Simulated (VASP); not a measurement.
# Cu (Fm-3m) in VASP: further runs

Cu is run at these levels: r2SCAN; tasks: single point.

Everything below comes from runs of VASP 6.6.1. Logs are shortened: lines on timing, memory, paths and dates and some standing lists are left out, and cuts for length are marked.

## 1. The cell of the first run

Symmetry: Fm-3m, No. 225, cubic system. The conventional cell has a = 3.577 Å, b = 3.577 Å, c = 3.577 Å, α = 90.00°, β = 90.00°, γ = 90.00°. Cu (site symmetry m-3m) has 12 Cu at 2.53 Å within 3.3 Å.

## 2. Single point, r2SCAN

Contents of POSCAR:

```
Cu
1.0
    0.0000000000      1.7883311163      1.7883311163
    1.7883311163      0.0000000000      1.7883311163
    1.7883311163      1.7883311163      0.0000000000
Cu
1
Direct
    0.0000000000      0.0000000000      0.0000000000
```

Contents of INCAR.step1:

```
ALGO = Normal ; EDIFF = 1E-4
ENCUT = 520 ; GGA = PE
ISMEAR = 0 ; LASPH = True
LCHARG = False ; LREAL = False
LWAVE = True ; NBANDS = 12
NELM = 80 ; PREC = Accurate
SIGMA = 0.1
```

Contents of INCAR.step2:

```
ALGO = Normal ; EDIFF = 1E-6
ENCUT = 520 ; ISIF = 2
ISMEAR = 0 ; ISTART = 1
LASPH = True ; LCHARG = False
LMIXTAU = True ; LREAL = False
LWAVE = False ; METAGGA = R2SCAN
NBANDS = 12 ; NELM = 80
PREC = Accurate ; SIGMA = 0.1
```

Contents of KPOINTS:

```
k-points
0
Gamma
  20 20 20
```

Potentials or basis: VASP PAW PBE potentials, release 64 (Cu).

Run with:

```bash
$ cat potpaw_PBE.64/Cu/POTCAR > POTCAR
$ cp INCAR.step1 INCAR
$ mpirun -np 1 vasp_std > vasp.out
$ cp INCAR.step2 INCAR
$ mpirun -np 1 vasp_std > vasp.out
```

OUTCAR:

```text
EDIFF = 1E-6
   ENCUT = 520
   ISIF = 2
   ISMEAR = 0
   ISTART = 1
   LASPH = True
   LREAL = False
   METAGGA = R2SCAN
   NELM = 80
   PREC = Accurate

 ion  position               nearest neighbor table
   1  0.000  0.000  0.000-

  LATTYP: Found a face centered cubic cell.
 ALAT       =     3.5766622326

  Lattice vectors:

 A1 = (   0.0000000000,   1.7883311163,   1.7883311163)
 A2 = (   1.7883311163,   0.0000000000,   1.7883311163)
 A3 = (   1.7883311163,   1.7883311163,   0.0000000000)

Analysis of symmetry for initial positions (statically):
=====================================================================
 Subroutine PRICEL returns:
 Original cell was already a primitive cell.

 Routine SETGRP: Setting up the symmetry group for a
 face centered cubic supercell.

 Subroutine GETGRP returns: Found 48 space group operations
 (whereof 48 operations were pure point group operations)
 out of a pool of 48 trial point group operations.

The static configuration has the point symmetry O_h .

Analysis of symmetry for dynamics (positions and initial velocities):
=====================================================================
 Subroutine PRICEL returns:
 Original cell was already a primitive cell.

 Routine SETGRP: Setting up the symmetry group for a
 face centered cubic supercell.

 Subroutine GETGRP returns: Found 48 space group operations
 (whereof 48 operations were pure point group operations)
 out of a pool of 48 trial point group operations.

The dynamic configuration has the point symmetry O_h .

 Subroutine INISYM returns: Found 48 space group operations
 (whereof 48 operations are pure point group operations),
 and found     1 'primitive' translations

----------------------------------------------------------------------------------------

                                     Primitive cell

  volume of cell :      11.4386

  direct lattice vectors                    reciprocal lattice vectors
     0.000000000  1.788331116  1.788331116    -0.279590281  0.279590281  0.279590281
     1.788331116  0.000000000  1.788331116     0.279590281 -0.279590281  0.279590281
     1.788331116  1.788331116  0.000000000     0.279590281  0.279590281 -0.279590281

  length of vectors
     2.529082119  2.529082119  2.529082119     0.484264573  0.484264573  0.484264573

  position of ions in fractional coordinates (direct lattice)
     0.000000000  0.000000000  0.000000000

  ion indices of the primitive-cell ions
   primitive index   ion index
                 1           1

----------------------------------------------------------------------------------------
[... 76 lines left out ...]
   ISIF   =      2    stress and relaxation
   ISYM   =      2    0-nonsym 1-usesym 2-fastsym
   POTIM  = 0.5000    time-step for ionic-motion
   TEBEG  =    0.0;   TEEND  =   0.0 temperature during run
   PSTRESS=    0.0 pullay stress
   NELECT =      11.0000    total number of electrons
   NUPDOWN=      -1.0000    fix difference up-down
   EMIN   =  10.00;   EMAX   =-10.00  energy-range for DOS
   EFERMI =   0.00;   METHOD = LEGACY
   ISMEAR =     0;   SIGMA  =   0.10  broadening in eV -4-tet -1-fermi 0-gaus
   EFERMI_NEDOS =   21; number of points for ismear=-14 and -15
   IALGO  =     38    algorithm
   IMIX   =      4    mixing-type and parameters
     AMIX     =   0.40;   BMIX     =  1.00
     AMIX_MAG =   1.60;   BMIX_MAG =  1.00
  volume/ion in A,a.u.               =      11.44        77.19
  Fermi-wavevector in a.u.,A,eV,Ry     =   1.615900  3.053608 35.526615  2.611133
  Thomas-Fermi vector in A             =   2.710573
   LORBIT       =      0    0 simple, 1 ext, 2 COOP (PROOUT), +10 PAW based schemes
   METAGGA = R2SCAN    functional components
   LHFCALC =     F    Hartree Fock is set to
   AEXX    =    0.0000 exact exchange contribution
   IVDW    =     0    specifies the selected vdW correction
   LEPSILON=     F    determine dielectric tensor
   LRPA    =     F    only Hartree local field effects (RPA)
 non-spin polarized calculation
 Gauss-broadening in eV      SIGMA  =   0.10
  energy-cutoff  :      520.00
  volume of cell :       11.44
 maximum number of plane-waves:       331
   NGX =  9   NGY =  9   NGZ =  9

 number of electron      11.0000012 magnetization

 Free energy of the ion-electron system (eV)
  ---------------------------------------------------
  ext. energy  EPLUGINS =         0.00000000
  ---------------------------------------------------
  free energy    TOTEN  =       -10.82812309 eV

  energy without entropy =      -10.82694733  energy(sigma->0) =      -10.82753521

 E-fermi :   7.7669     XC(G=0): -13.9608

 val. band max:        7.7630906362   @ k =   0.5000   0.2500   0.1000
 cond. band min:       7.8095417404   @ k =  -0.4500   0.1000   0.0000
 fundamental gap:      0.0464511043
 Fermi energy:         7.7668946459

 k-point     1 :       0.0000    0.0000    0.0000
  band No.  band energies     occupation
      1      -2.1262      2.00000
      2       4.5604      2.00000
      3       4.5605      2.00000
      4       4.5605      2.00000
      5       5.4186      2.00000
      6       5.4186      2.00000
      7      31.4456      0.00000
      8      34.7341      0.00000
      9      34.7341      0.00000
     10      34.7344      0.00000
     11      37.1510      0.00000
     12      37.1510      0.00000
[... 331 lines left out ...]
 k-point    24 :      -0.3500    0.0500    0.0000
  band No.  band energies     occupation
      1       1.9028      2.00000
      2       4.5759      2.00000
      3       4.6185      2.00000
      4       4.7545      2.00000
      5       5.7650      2.00000
      6       6.0686      2.00000
      7      15.6148      0.00000
      8      28.8032      0.00000
      9      31.2921      0.00000
     10      32.6162      0.00000
     11      34.7459      0.00000
     12      36.6296      0.00000

 [... further k-points ...]
[... 5 lines left out ...]
  --------------------------------------------------------------------------------------
  -------------------------------------------------------------------------------------
  Total        0.0348559      0.0348559      0.0348559     -0.0000000     -0.0000000      0.0000000
  in kB        4.8821668      4.8821668      4.8821668     -0.0000000     -0.0000000      0.0000000
  external PRESSURE =       4.8821668 kB  Pullay stress =       0.0000000 kB

 VOLUME and BASIS-vectors are now :
 -----------------------------------------------------------------------------
  energy-cutoff  :      520.00
  volume of cell :       11.44
      direct lattice vectors                 reciprocal lattice vectors
     0.000000000  1.788331116  1.788331116    -0.279590281  0.279590281  0.279590281
     1.788331116  0.000000000  1.788331116     0.279590281 -0.279590281  0.279590281
     1.788331116  1.788331116  0.000000000     0.279590281  0.279590281 -0.279590281

 POSITION                                       TOTAL-FORCE (eV/Angst)
 -----------------------------------------------------------------------------------
      0.00000      0.00000      0.00000         0.000000      0.000000     -0.000000
 -----------------------------------------------------------------------------------
    total drift:                                0.000000      0.000000      0.000000

  FREE ENERGIE OF THE ION-ELECTRON SYSTEM (eV)
  ---------------------------------------------------
  free  energy   TOTEN  =       -10.8281230924 eV

  energy  without entropy=      -10.8269473306  energy(sigma->0) =      -10.82753521
```

Run time: 1.8 min. Hardware: 1 thread of Intel Xeon Platinum 8375C at 2.90GHz (Ice Lake), shared host; peak memory 0.15 GiB.

Results:

```
Free energy : -10.8281 eV
Pressure    : 0.5 GPa
```

Caveat: the PAW data sets were made with another functional, which shifts forces and pressure a little.

## 3. Single point, r2SCAN

Contents of POSCAR:

```
Cu
1.0
    0.0000000000      1.7887153400      1.7887153400
    1.7887153400      0.0000000000      1.7887153400
    1.7887153400      1.7887153400      0.0000000000
Cu
1
Direct
    0.0000000000      0.0000000000      0.0000000000
```

Contents of INCAR.step1:

```
PREC     = Accurate       # precision mode
ENCUT    = 660            # plane-wave cutoff, eV
ISMEAR   = 0              # smearing method
SIGMA    = 0.1            # smearing width, eV
LREAL    = F              # projectors in reciprocal space
LASPH    = T              # aspherical terms in the spheres
NELM     = 120            # most SCF steps
NBANDS   = 12             # bands
GGA      = PE             # functional
ALGO     = Normal         # electronic algorithm
EDIFF    = 1E-5           # SCF threshold, eV
LWAVE    = T              # write WAVECAR
LCHARG   = F              # write CHGCAR
GGA_COMPAT= F
```

Contents of INCAR.step2:

```
PREC     = Accurate       # precision mode
ENCUT    = 660            # plane-wave cutoff, eV
EDIFF    = 1E-6           # SCF threshold, eV
ISMEAR   = 0              # smearing method
SIGMA    = 0.1            # smearing width, eV
LREAL    = F              # projectors in reciprocal space
LASPH    = T              # aspherical terms in the spheres
NELM     = 120            # most SCF steps
ALGO     = Normal         # electronic algorithm
ISIF     = 2              # what is computed and relaxed
LWAVE    = F              # write WAVECAR
LCHARG   = F              # write CHGCAR
METAGGA  = R2SCAN         # meta-GGA
LMIXTAU  = T            
NBANDS   = 12             # bands
ISTART   = 1            
GGA_COMPAT= F
```

Contents of KPOINTS:

```
regular mesh
0
Gamma
  8 8 8
```

Potentials or basis: VASP PAW PBE potentials, release 64 (Cu).

Run with:

```bash
$ cat potpaw_PBE.64/Cu/POTCAR > POTCAR
$ cp INCAR.step1 INCAR
$ mpirun -np 1 vasp_std > vasp.out
$ cp INCAR.step2 INCAR
$ mpirun -np 1 vasp_std > vasp.out
```

OUTCAR:

```text
PREC = Accurate
   ENCUT = 660
   EDIFF = 1E-6
   ISMEAR = 0
   LREAL = F
   LASPH = T
   NELM = 120
   ISIF = 2
   METAGGA = R2SCAN
   ISTART = 1

 ion  position               nearest neighbor table
   1  0.000  0.000  0.000-

  LATTYP: Found a face centered cubic cell.
 ALAT       =     3.5774306800

  Lattice vectors:

 A1 = (   0.0000000000,   1.7887153400,   1.7887153400)
 A2 = (   1.7887153400,   0.0000000000,   1.7887153400)
 A3 = (   1.7887153400,   1.7887153400,   0.0000000000)

Analysis of symmetry for initial positions (statically):
=====================================================================
 Subroutine PRICEL returns:
 Original cell was already a primitive cell.

 Routine SETGRP: Setting up the symmetry group for a
 face centered cubic supercell.

 Subroutine GETGRP returns: Found 48 space group operations
 (whereof 48 operations were pure point group operations)
 out of a pool of 48 trial point group operations.

The static configuration has the point symmetry O_h .

Analysis of symmetry for dynamics (positions and initial velocities):
=====================================================================
 Subroutine PRICEL returns:
 Original cell was already a primitive cell.

 Routine SETGRP: Setting up the symmetry group for a
 face centered cubic supercell.

 Subroutine GETGRP returns: Found 48 space group operations
 (whereof 48 operations were pure point group operations)
 out of a pool of 48 trial point group operations.

The dynamic configuration has the point symmetry O_h .

 Subroutine INISYM returns: Found 48 space group operations
 (whereof 48 operations are pure point group operations),
 and found     1 'primitive' translations

----------------------------------------------------------------------------------------

                                     Primitive cell

  volume of cell :      11.4460

  direct lattice vectors                    reciprocal lattice vectors
     0.000000000  1.788715340  1.788715340    -0.279530224  0.279530224  0.279530224
     1.788715340  0.000000000  1.788715340     0.279530224 -0.279530224  0.279530224
     1.788715340  1.788715340  0.000000000     0.279530224  0.279530224 -0.279530224

  length of vectors
     2.529625493  2.529625493  2.529625493     0.484160551  0.484160551  0.484160551

  position of ions in fractional coordinates (direct lattice)
     0.000000000  0.000000000  0.000000000

  ion indices of the primitive-cell ions
   primitive index   ion index
                 1           1

----------------------------------------------------------------------------------------

 KPOINTS: regular mesh

Automatic generation of k-mesh.
 Grid dimensions read from file:
 generate k-points for:    8    8    8

 Generating k-lattice:

  Cartesian coordinates                     Fractional coordinates (reciprocal lattice)
    -0.034941278  0.034941278  0.034941278     0.125000000  0.000000000  0.000000000
     0.034941278 -0.034941278  0.034941278     0.000000000  0.125000000  0.000000000
     0.034941278  0.034941278 -0.034941278     0.000000000  0.000000000  0.125000000

  Length of vectors
     0.060520069  0.060520069  0.060520069

  Shift w.r.t. Gamma in fractional coordinates (k-lattice)
     0.000000000  0.000000000  0.000000000

 Subroutine IBZKPT returns following result:
 ===========================================

 Found     29 irreducible k-points:

 Following reciprocal coordinates:
            Coordinates               Weight
  0.000000  0.000000  0.000000      1.000000
  0.125000  0.000000  0.000000      8.000000
  0.250000  0.000000  0.000000      8.000000
  0.375000  0.000000  0.000000      8.000000
  0.500000  0.000000  0.000000      4.000000
  0.125000  0.125000  0.000000      6.000000
[... 16 lines left out ...]
  0.500000  0.250000  0.125000     48.000000
 -0.375000  0.250000  0.125000     24.000000
 [... further k-points ...]
   k-points           NKPTS =     29   k-points in BZ     NKDIM =     29   number of bands    NBANDS=     12
   number of dos      NEDOS =    301   number of ions     NIONS =      1
   total plane-waves  NPLWV =  13824
   dimension x,y,z NGX =    24 NGY =   24 NGZ =   24
   dimension x,y,z NGXF=    48 NGYF=   48 NGZF=   48
   ions per type =               1
   NGX,Y,Z   is equivalent  to a cutoff of  15.77, 15.77, 15.77 a.u.
   NGXF,Y,Z  is equivalent  to a cutoff of  31.55, 31.55, 31.55 a.u.
 SYSTEM =  unknown system
   PREC   = accura    normal or accurate (medium, high low for compatibility)
   ISTART =      1    job   : 0-new  1-cont  2-samecut
   ICHARG =      0    charge: 1-file 2-atom 10-const
   ISPIN  =      1    spin polarized calculation?
   LNONCOLLINEAR =      F non collinear calculations
   LSORBIT =      F    spin-orbit coupling
   LASPH  =      T    aspherical Exc in radial PAW
   ENCUT  =  660.0 eV  48.51 Ry    6.96 a.u.   5.30  5.30  5.30*2*pi/ulx,y,z
   NELM   =    120;   NELMIN=  2; NELMDL=  0     # of ELM steps
   EDIFF  = 0.1E-05   stopping-criterion for ELM
   LREAL  =      F    real-space projection
   EDIFFG = 0.1E-04   stopping-criterion for IOM
   NSW    =      0    number of steps for IOM
   IBRION =     -1    ionic relax: 0-MD 1-quasi-New 2-CG
   NFREE  =      0    steps in history (QN), initial steepest desc. (CG)
   ISIF   =      2    stress and relaxation
   ISYM   =      2    0-nonsym 1-usesym 2-fastsym
   POTIM  = 0.5000    time-step for ionic-motion
   TEBEG  =    0.0;   TEEND  =   0.0 temperature during run
   PSTRESS=    0.0 pullay stress
   NELECT =      11.0000    total number of electrons
   NUPDOWN=      -1.0000    fix difference up-down
   EMIN   =  10.00;   EMAX   =-10.00  energy-range for DOS
   EFERMI =   0.00;   METHOD = LEGACY
   ISMEAR =     0;   SIGMA  =   0.10  broadening in eV -4-tet -1-fermi 0-gaus
   EFERMI_NEDOS =   21; number of points for ismear=-14 and -15
   IALGO  =     38    algorithm
   IMIX   =      4    mixing-type and parameters
     AMIX     =   0.40;   BMIX     =  1.00
     AMIX_MAG =   1.60;   BMIX_MAG =  1.00
  volume/ion in A,a.u.               =      11.45        77.24
  Fermi-wavevector in a.u.,A,eV,Ry     =   1.615553  3.052952 35.511354  2.610011
  Thomas-Fermi vector in A             =   2.710282
   LORBIT       =      0    0 simple, 1 ext, 2 COOP (PROOUT), +10 PAW based schemes
   METAGGA = R2SCAN    functional components
   LHFCALC =     F    Hartree Fock is set to
   AEXX    =    0.0000 exact exchange contribution
   IVDW    =     0    specifies the selected vdW correction
   LEPSILON=     F    determine dielectric tensor
   LRPA    =     F    only Hartree local field effects (RPA)
 non-spin polarized calculation
 Gauss-broadening in eV      SIGMA  =   0.10
  energy-cutoff  :      660.00
  volume of cell :       11.45
 maximum number of plane-waves:       459
 NGX is ok and might be reduce to    24
   NGX = 11   NGY = 11   NGZ = 11

 number of electron      10.9999999 magnetization

 Free energy of the ion-electron system (eV)
  ---------------------------------------------------
  ext. energy  EPLUGINS =         0.00000000
  ---------------------------------------------------
  free energy    TOTEN  =       -10.79353332 eV

  energy without entropy =      -10.79034143  energy(sigma->0) =      -10.79193737

 E-fermi :   7.7214     XC(G=0): -13.9531

 val. band max:        7.6477135647   @ k =   0.5000   0.2500   0.1250
 cond. band min:       7.8987962592   @ k =   0.5000   0.1250   0.0000
 fundamental gap:      0.2510826945
 Fermi energy:         7.7213709198

 k-point     1 :       0.0000    0.0000    0.0000
  band No.  band energies     occupation
      1      -2.1261      2.00000
      2       4.5661      2.00000
      3       4.5661      2.00000
      4       4.5661      2.00000
      5       5.4243      2.00000
      6       5.4243      2.00000
      7      31.4334      0.00000
      8      34.7147      0.00000
      9      34.7147      0.00000
     10      34.7147      0.00000
     11      37.1346      0.00000
     12      37.1346      0.00000
[... 331 lines left out ...]
 k-point    24 :      -0.3750    0.2500    0.1250
  band No.  band energies     occupation
      1       3.1845      2.00000
      2       3.8942      2.00000
      3       4.4751      2.00000
      4       5.0247      2.00000
      5       5.9848      2.00000
      6       9.9935      0.00000
      7      12.4540      0.00000
      8      22.7886      0.00000
      9      23.4512      0.00000
     10      32.8445      0.00000
     11      36.6846      0.00000
     12      44.5602      0.00000

 [... further k-points ...]
[... 5 lines left out ...]
  --------------------------------------------------------------------------------------
  -------------------------------------------------------------------------------------
  Total        0.0917663      0.0917663      0.0917663     -0.0000000      0.0000000     -0.0000000
  in kB       12.8451804     12.8451804     12.8451804     -0.0000000      0.0000000     -0.0000000
  external PRESSURE =      12.8451804 kB  Pullay stress =       0.0000000 kB

 VOLUME and BASIS-vectors are now :
 -----------------------------------------------------------------------------
  energy-cutoff  :      660.00
  volume of cell :       11.45
      direct lattice vectors                 reciprocal lattice vectors
     0.000000000  1.788715340  1.788715340    -0.279530224  0.279530224  0.279530224
     1.788715340  0.000000000  1.788715340     0.279530224 -0.279530224  0.279530224
     1.788715340  1.788715340  0.000000000     0.279530224  0.279530224 -0.279530224

 POSITION                                       TOTAL-FORCE (eV/Angst)
 -----------------------------------------------------------------------------------
      0.00000      0.00000      0.00000         0.000000      0.000000      0.000000
 -----------------------------------------------------------------------------------
    total drift:                               -0.000000      0.000000     -0.000000

  FREE ENERGIE OF THE ION-ELECTRON SYSTEM (eV)
  ---------------------------------------------------
  free  energy   TOTEN  =       -10.7935333169 eV

  energy  without entropy=      -10.7903414293  energy(sigma->0) =      -10.79193737
```

Run time: 11 s. Hardware: 1 thread of Intel Xeon 6975P-C (Granite Rapids), shared host; peak memory 0.14 GiB.

Results:

```
Free energy : -10.7935 eV
Pressure    : 1.3 GPa
```

Caveat: the k points lie up to 0.38 Å⁻¹ apart; the PAW data sets were made with another functional, which shifts forces and pressure a little.
